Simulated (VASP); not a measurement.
# NaCl (Fm-3m) in VASP: notebook

The runs below take NaCl through single point, relaxation of cell and atoms, with PBEsol.

Program: VASP 6.6.1. These are calculated values, not measurements. Logs are shortened: lines on timing, memory, paths and dates and some standing lists are left out, and cuts for length are marked.

### 1 The cell of the first run

Symmetry: Fm-3m, No. 225, cubic system. The conventional cell has a = 4.861 Å, b = 4.861 Å, c = 4.861 Å, α = 90.00°, β = 90.00°, γ = 90.00°. Within 3.2 Å of Na (site symmetry m-3m) lie 6 Cl at 2.43 Å. Within 3.2 Å of Cl (site symmetry m-3m) lie 6 Na at 2.43 Å.

### 2 Single point, PBEsol

Input file INCAR:

```
SYSTEM = NaCl
PREC = Accurate ; ENCUT = 520
EDIFF = 1E-6 ; ISMEAR = 0
SIGMA = 0.01 ; LREAL = .FALSE.
LASPH = .TRUE. ; NELM = 80
ALGO = Normal ; ISIF = 2
LWAVE = .FALSE. ; LCHARG = .TRUE.
GGA = PS ; LELF = .TRUE.
LVHAR = .TRUE. ; NBANDS = 14
```

Input file KPOINTS:

```
regular mesh
0
G
  8 8 8
  0 0 0
```

Input file POSCAR:

```
NaCl
1.0
    0.0000000000      2.4306419722      2.4306419722
    2.4306419722      0.0000000000      2.4306419722
    2.4306419722      2.4306419722      0.0000000000
Na Cl
1 1
Direct
    0.0000000000      0.0000000000      0.0000000000
    0.5000000000      0.5000000000      0.5000000000
```

Potentials or basis: VASP PAW PBE potentials, release 64 (Na_pv, Cl).

Run with:

```sh
$ cat potpaw_PBE.64/Na_pv/POTCAR potpaw_PBE.64/Cl/POTCAR > POTCAR
$ mpirun -np 1 vasp_std > vasp.out
```

OUTCAR:

```text
SYSTEM = NaCl
   PREC = Accurate
   ENCUT = 520
   EDIFF = 1E-6
   ISMEAR = 0
   LREAL = .FALSE.
   LASPH = .TRUE.
   NELM = 80
   ISIF = 2
   GGA = PS

 ion  position               nearest neighbor table
   1  0.000  0.000  0.000-   2 2.43   2 2.43   2 2.43   2 2.43   2 2.43   2 2.43
   2  0.500  0.500  0.500-   1 2.43   1 2.43   1 2.43   1 2.43   1 2.43   1 2.43

  LATTYP: Found a face centered cubic cell.
 ALAT       =     4.8612839444

  Lattice vectors:

 A1 = (   0.0000000000,   2.4306419722,   2.4306419722)
 A2 = (   2.4306419722,   0.0000000000,   2.4306419722)
 A3 = (   2.4306419722,   2.4306419722,   0.0000000000)

Analysis of symmetry for initial positions (statically):
=====================================================================
 Subroutine PRICEL returns:
 Original cell was already a primitive cell.

 Routine SETGRP: Setting up the symmetry group for a
 face centered cubic supercell.

 Subroutine GETGRP returns: Found 48 space group operations
 (whereof 48 operations were pure point group operations)
 out of a pool of 48 trial point group operations.

The static configuration has the point symmetry O_h .

Analysis of symmetry for dynamics (positions and initial velocities):
=====================================================================
 Subroutine PRICEL returns:
 Original cell was already a primitive cell.

 Routine SETGRP: Setting up the symmetry group for a
 face centered cubic supercell.

 Subroutine GETGRP returns: Found 48 space group operations
 (whereof 48 operations were pure point group operations)
 out of a pool of 48 trial point group operations.

The dynamic configuration has the point symmetry O_h .

 Subroutine INISYM returns: Found 48 space group operations
 (whereof 48 operations are pure point group operations),
 and found     1 'primitive' translations

----------------------------------------------------------------------------------------

                                     Primitive cell

  volume of cell :      28.7206

  direct lattice vectors                    reciprocal lattice vectors
     0.000000000  2.430641972  2.430641972    -0.205706972  0.205706972  0.205706972
     2.430641972  0.000000000  2.430641972     0.205706972 -0.205706972  0.205706972
     2.430641972  2.430641972  0.000000000     0.205706972  0.205706972 -0.205706972

  length of vectors
     3.437446842  3.437446842  3.437446842     0.356294927  0.356294927  0.356294927

  position of ions in fractional coordinates (direct lattice)
     0.000000000  0.000000000  0.000000000
     0.500000000  0.500000000  0.500000000

  ion indices of the primitive-cell ions
   primitive index   ion index
                 1           1
                 2           2

----------------------------------------------------------------------------------------

 KPOINTS: regular mesh

Automatic generation of k-mesh.
 Grid dimensions read from file:
 generate k-points for:    8    8    8

 Generating k-lattice:

  Cartesian coordinates                     Fractional coordinates (reciprocal lattice)
    -0.025713371  0.025713371  0.025713371     0.125000000  0.000000000  0.000000000
     0.025713371 -0.025713371  0.025713371     0.000000000  0.125000000  0.000000000
     0.025713371  0.025713371 -0.025713371     0.000000000  0.000000000  0.125000000

  Length of vectors
     0.044536866  0.044536866  0.044536866

  Shift w.r.t. Gamma in fractional coordinates (k-lattice)
     0.000000000  0.000000000  0.000000000

 Subroutine IBZKPT returns following result:
 ===========================================

 Found     29 irreducible k-points:

 Following reciprocal coordinates:
            Coordinates               Weight
  0.000000  0.000000  0.000000      1.000000
  0.125000  0.000000  0.000000      8.000000
  0.250000  0.000000  0.000000      8.000000
  0.375000  0.000000  0.000000      8.000000
  0.500000  0.000000  0.000000      4.000000
  0.125000  0.125000  0.000000      6.000000
[... 16 lines left out ...]
  0.500000  0.250000  0.125000     48.000000
 -0.375000  0.250000  0.125000     24.000000
 [... further k-points ...]
   k-points           NKPTS =     29   k-points in BZ     NKDIM =     29   number of bands    NBANDS=     14
   number of dos      NEDOS =    301   number of ions     NIONS =      2
   total plane-waves  NPLWV =  21952
   dimension x,y,z NGX =    28 NGY =   28 NGZ =   28
   dimension x,y,z NGXF=    56 NGYF=   56 NGZF=   56
   ions per type =               1   1
   NGX,Y,Z   is equivalent  to a cutoff of  13.54, 13.54, 13.54 a.u.
   NGXF,Y,Z  is equivalent  to a cutoff of  27.08, 27.08, 27.08 a.u.
 SYSTEM =  NaCl
   PREC   = accura    normal or accurate (medium, high low for compatibility)
   ISTART =      0    job   : 0-new  1-cont  2-samecut
   ICHARG =      2    charge: 1-file 2-atom 10-const
   ISPIN  =      1    spin polarized calculation?
   LNONCOLLINEAR =      F non collinear calculations
   LSORBIT =      F    spin-orbit coupling
   LASPH  =      T    aspherical Exc in radial PAW
   ENCUT  =  520.0 eV  38.22 Ry    6.18 a.u.   6.39  6.39  6.39*2*pi/ulx,y,z
   NELM   =     80;   NELMIN=  2; NELMDL= -5     # of ELM steps
   EDIFF  = 0.1E-05   stopping-criterion for ELM
   LREAL  =      F    real-space projection
   EDIFFG = 0.1E-04   stopping-criterion for IOM
   NSW    =      0    number of steps for IOM
   IBRION =     -1    ionic relax: 0-MD 1-quasi-New 2-CG
   NFREE  =      0    steps in history (QN), initial steepest desc. (CG)
   ISIF   =      2    stress and relaxation
   ISYM   =      2    0-nonsym 1-usesym 2-fastsym
   POTIM  = 0.5000    time-step for ionic-motion
   TEBEG  =    0.0;   TEEND  =   0.0 temperature during run
   PSTRESS=    0.0 pullay stress
   NELECT =      14.0000    total number of electrons
   NUPDOWN=      -1.0000    fix difference up-down
   EMIN   =  10.00;   EMAX   =-10.00  energy-range for DOS
   EFERMI =   0.00;   METHOD = LEGACY
   ISMEAR =     0;   SIGMA  =   0.01  broadening in eV -4-tet -1-fermi 0-gaus
   EFERMI_NEDOS =   21; number of points for ismear=-14 and -15
   IALGO  =     38    algorithm
   IMIX   =      4    mixing-type and parameters
     AMIX     =   0.40;   BMIX     =  1.00
     AMIX_MAG =   1.60;   BMIX_MAG =  1.00
  volume/ion in A,a.u.               =      14.36        96.91
  Fermi-wavevector in a.u.,A,eV,Ry     =   1.288407  2.434737 22.585582  1.659993
  Thomas-Fermi vector in A             =   2.420363
   LORBIT       =      0    0 simple, 1 ext, 2 COOP (PROOUT), +10 PAW based schemes
   GGA     = PS    functional components
   LHFCALC =     F    Hartree Fock is set to
   AEXX    =    0.0000 exact exchange contribution
   IVDW    =     0    specifies the selected vdW correction
   LEPSILON=     F    determine dielectric tensor
   LRPA    =     F    only Hartree local field effects (RPA)
 non-spin polarized calculation
 Gauss-broadening in eV      SIGMA  =   0.01
  energy-cutoff  :      520.00
  volume of cell :       28.72
 maximum number of plane-waves:       785
 NGX is ok and might be reduce to    28
   NGX = 13   NGY = 13   NGZ = 13

 number of electron      14.0000007 magnetization

 Free energy of the ion-electron system (eV)
  ---------------------------------------------------
  ext. energy  EPLUGINS =         0.00000000
  ---------------------------------------------------
  free energy    TOTEN  =        -6.02709975 eV

  energy without entropy =       -6.02709975  energy(sigma->0) =       -6.02709975

 E-fermi :   2.8512     XC(G=0): -10.4517

 val. band max:        2.7582060342   @ k =   0.0000   0.0000   0.0000
 cond. band min:       9.6760926507   @ k =   0.5000   0.5000   0.0000
 fundamental gap:      6.9178866165
 Fermi energy:         2.8512416236

 k-point     1 :       0.0000    0.0000    0.0000
  band No.  band energies     occupation
      1     -17.5891      2.00000
      2     -17.5891      2.00000
      3     -17.5891      2.00000
      4     -11.4782      2.00000
      5       2.7582      2.00000
      6       2.7582      2.00000
      7       2.7582      2.00000
      8      10.0238      0.00000
      9      13.7886      0.00000
     10      13.7886      0.00000
     11      13.7886      0.00000
     12      16.7403      0.00000
     13      16.7403      0.00000
     14      18.8231      0.00000

 k-point     2 :       0.1250    0.0000    0.0000
  band No.  band energies     occupation
      1     -17.6257      2.00000
      2     -17.5906      2.00000
      3     -17.5906      2.00000
      4     -11.3170      2.00000
      5       2.0421      2.00000
      6       2.6482      2.00000
      7       2.6482      2.00000
      8      10.6627      0.00000
      9      13.3340      0.00000
     10      14.1203      0.00000
     11      14.1203      0.00000
     12      16.6451      0.00000
     13      16.6451      0.00000
     14      20.2577      0.00000

 k-point     3 :       0.2500    0.0000    0.0000
  band No.  band energies     occupation
      1     -17.7098      2.00000
      2     -17.5943      2.00000
      3     -17.5943      2.00000
      4     -10.9063      2.00000
      5       0.6221      2.00000
      6       2.3992      2.00000
      7       2.3992      2.00000
      8      10.9679      0.00000
      9      14.0415      0.00000
     10      14.5853      0.00000
     11      14.5853      0.00000
     12      17.0962      0.00000
     13      17.0962      0.00000
     14      21.7389      0.00000
[... 324 lines left out ...]
 k-point    23 :       0.5000    0.2500    0.1250
  band No.  band energies     occupation
      1     -17.7535      2.00000
      2     -17.6374      2.00000
      3     -17.6093      2.00000
      4     -10.3448      2.00000
      5      -0.3014      2.00000
      6       1.2648      2.00000
      7       1.9120      2.00000
      8      11.8434      0.00000
      9      13.4262      0.00000
     10      14.2377      0.00000
     11      16.1109      0.00000
     12      18.2493      0.00000
     13      21.8065      0.00000
     14      22.2715      0.00000

 k-point    24 :      -0.3750    0.2500    0.1250
  band No.  band energies     occupation
      1     -17.7679      2.00000
      2     -17.6403      2.00000
      3     -17.6146      2.00000
      4     -10.2047      2.00000
      5      -0.5651      2.00000
      6       1.0976      2.00000
      7       1.8063      2.00000
      8      11.8391      0.00000
      9      13.2314      0.00000
     10      15.2845      0.00000
     11      15.8661      0.00000
     12      19.1966      0.00000
     13      21.6048      0.00000
     14      22.4107      0.00000

 [... further k-points ...]

------------------------ aborting loop because EDIFF is reached ----------------------------------------

  FORCE on cell =-STRESS in cart. coord.  units (eV):
  Direction    XX          YY          ZZ          XY          YZ          ZX
  --------------------------------------------------------------------------------------
  -------------------------------------------------------------------------------------
  Total        5.4629235      5.4629235      5.4629235      0.0000000      0.0000000      0.0000000
  in kB      304.7493045    304.7493045    304.7493045      0.0000000      0.0000000      0.0000000
  external PRESSURE =     304.7493045 kB  Pullay stress =       0.0000000 kB

 VOLUME and BASIS-vectors are now :
 -----------------------------------------------------------------------------
  energy-cutoff  :      520.00
  volume of cell :       28.72
      direct lattice vectors                 reciprocal lattice vectors
     0.000000000  2.430641972  2.430641972    -0.205706972  0.205706972  0.205706972
     2.430641972  0.000000000  2.430641972     0.205706972 -0.205706972  0.205706972
     2.430641972  2.430641972  0.000000000     0.205706972  0.205706972 -0.205706972

 POSITION                                       TOTAL-FORCE (eV/Angst)
 -----------------------------------------------------------------------------------
      0.00000      0.00000      0.00000         0.000000      0.000000     -0.000000
      2.43064      2.43064      2.43064        -0.000000     -0.000000      0.000000
 -----------------------------------------------------------------------------------
    total drift:                                0.000000      0.000000      0.000000

  FREE ENERGIE OF THE ION-ELECTRON SYSTEM (eV)
  ---------------------------------------------------
  free  energy   TOTEN  =        -6.0270997482 eV

  energy  without entropy=       -6.0270997482  energy(sigma->0) =       -6.02709975
```

It took 12 s on 1 thread of Intel Xeon Platinum 8259CL at 2.50GHz (Skylake/Cascade Lake), shared host; peak memory 0.15 GiB.

Results:

```
Free energy            : -6.0271 eV
Pressure               : 30.5 GPa
Band gap on the k mesh : 6.92 eV (least direct gap 7.27 eV)
```

Caveat: the cell stands under pressure; the PAW data sets were made with another functional, which shifts forces and pressure a little. A k mesh can miss the band edges.

### 3 Relaxation of cell and atoms, PBEsol, target pressure 30 GPa, at which the enthalpy is minimised

This run uses another cell than the first one, of 21.97 Å³/atom.

Input file INCAR:

```
  PREC = Accurate
  ENCUT = 600
  EDIFF = 1E-6
  ISMEAR = 0
  SIGMA = 0.01
  LREAL = False
  LASPH = True
  NELM = 60
  ALGO = Normal
  ISIF = 3
  LWAVE = False
  LCHARG = False
  GGA = PS
  IBRION = 2
  NSW = 80
  EDIFFG = -0.001
  PSTRESS = 300.0
```

Input file KPOINTS:

```
regular mesh
0
Gamma
  8 8 8
```

Input file POSCAR:

```
NaCl
1.0
    0.0000000000      2.8007708028      2.8007708028
    2.8007708028      0.0000000000      2.8007708028
    2.8007708028      2.8007708028      0.0000000000
Na Cl
1 1
Direct
    0.0000000000      0.0000000000      0.0000000000
    0.5000000000      0.5000000000      0.5000000000
```

Potentials or basis: VASP PAW PBE potentials, release 64 (Na_pv, Cl).

Run with:

```sh
$ cat potpaw_PBE.64/Na_pv/POTCAR potpaw_PBE.64/Cl/POTCAR > POTCAR
$ mpirun -np 1 vasp_std > vasp.out
```

It took 57 s on 1 thread of Intel Xeon Platinum 8259CL at 2.50GHz (Skylake/Cascade Lake), shared host; peak memory 0.18 GiB.

It converged, with:

```
Free energy                                                : -6.0482 eV
Relaxed volume                                             : 14.41 Å³/atom
Relaxed cell                                               : a = 3.441 Å, b = 3.441 Å, c = 3.441 Å, α = 60.00°, β = 60.00°, γ = 60.00°
Space group after relaxing (to 0.1 Å)                      : Fm-3m (No. 225)
Energy change on relaxing (the run minimises the enthalpy) : +475.2 meV/atom
Ionic steps                                                : 10
Pressure after relaxing                                    : 30.0 GPa
Band gap on the k mesh                                     : 6.93 eV (least direct gap 7.24 eV)
```

The path:
```tsv
step	energy change (eV)	largest force (eV/Å)	pressure (GPa)	volume (Å³)
1	0.0000	0.0000	0.06	43.94
2	2.9412	0.0000	82.61	22.66
3	0.8871	0.0000	28.36	29.16
4	0.9362	0.0000	29.69	28.89
5	0.9852	0.0000	30.98	28.63
6	0.9215	0.0000	29.19	28.97
7	0.9501	0.0000	30.03	28.81
8	0.9490	0.0000	29.95	28.82
9	0.9518	0.0000	30.04	28.81
10	0.9504	0.0000	29.99	28.81
```

Final structure:
```
CELL_PARAMETERS angstrom
0.00000 2.43323 2.43323
2.43323 0.00000 2.43323
2.43323 2.43323 0.00000
ATOMIC_POSITIONS crystal
Na 0.00000 0.00000 0.00000
Cl 0.50000 0.50000 0.50000
```

Levels at points of the mesh, in eV from the valence-band top:
```
           k point  band 3  band 4  band 5  band 6  band 7  band 8  band 9  band 10  band 11
(0.00, 0.00, 0.00)  -20.35  -14.22    0.00    0.00    0.00    7.24   11.03    11.03    11.03
(0.50, 0.00, 0.00)  -20.36  -13.00   -3.82   -0.67   -0.67    7.63   11.70    11.70    14.45
(0.50, 0.50, 0.00)  -20.40  -13.02   -3.26   -1.19   -1.19    6.93    8.58    14.78    16.73
```

Caveat: the cell is relaxed towards a set pressure, so the run minimises the enthalpy, not the energy; the volume moved by over 15 % at a fixed basis, so the end points are rough; the PAW data sets were made with another functional, which shifts forces and pressure a little.
